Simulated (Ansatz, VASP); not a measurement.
## Ge: VASP beside Ansatz

The input INCAR:

```
ALGO     = Normal         # electronic algorithm
EDIFF    = 1E-6           # SCF threshold, eV
ENCUT    = 520            # plane-wave cutoff, eV
GGA      = PS             # functional
ISIF     = 2              # what is computed and relaxed
ISMEAR   = 0              # smearing method
LASPH    = True           # aspherical terms in the spheres
LCHARG   = False          # write CHGCAR
LREAL    = False          # projectors in reciprocal space
LWAVE    = False          # write WAVECAR
NBANDS   = 13             # bands
NELM     = 60             # most SCF steps
PREC     = Accurate       # precision mode
SIGMA    = 0.15           # smearing width, eV
```

Contents of KPOINTS:

```
k-points
0
Gamma
  22 22 20
```

POSCAR

```
Ge
1.0
    1.3534591814     -2.5191960603      0.0000000000
    1.3534591814      2.5191960603      0.0000000000
    0.0000000000      0.0000000000      2.8752409889
Ge
1
Direct
    0.5000000000      0.5000000000      0.0000000000
```

Input for Ansatz:

```yaml
crystal:
  lattice:
    - [1.3534591814, -2.5191960603, 0.0]
    - [1.3534591814, 2.5191960603, 0.0]
    - [0.0, 0.0, 2.8752409889]
  atoms:
    - { symbol: Ge, position: [0.5, 0.5, 0.0] }
basis:
  ecutwfc: 420
kpoints:
  mp_grid: { grid: [22, 22, 20] }
hamiltonian:
  xc: pbesol
scf:
  occupations: { method: gaussian, width: 0.15 }
output:
  forces: true
  stress: true
  eigenvalues: true
```

Alike in both runs: task single point; functional PBEsol; k mesh 22 × 22 × 20; occupations gaussian, width 0.15 eV; no spin polarisation.

|  | VASP | Ansatz |
| --- | --- | --- |
| version | VASP 6.6.1 | Ansatz 0.2.0 |
| potentials or method | VASP PAW PBE potentials, release 64 (Ge_d), cutoff 520 eV | scalar-relativistic, plane waves, PAW |
| valence electrons in the cell | 14 | 14 |

```csv
,VASP,Ansatz,Ansatz less VASP
gap on the k mesh at the Fermi level (eV),none,none,-
pressure (GPa),-2.8,-2.7,+0.10
"traceless stress, the component that is largest in VASP (GPa)",-8.04,-8.03,+0.002
```

VASP's potentials were made for PBE, not for PBEsol. A gap of «none» marks a metal or a gap that the smearing closes.
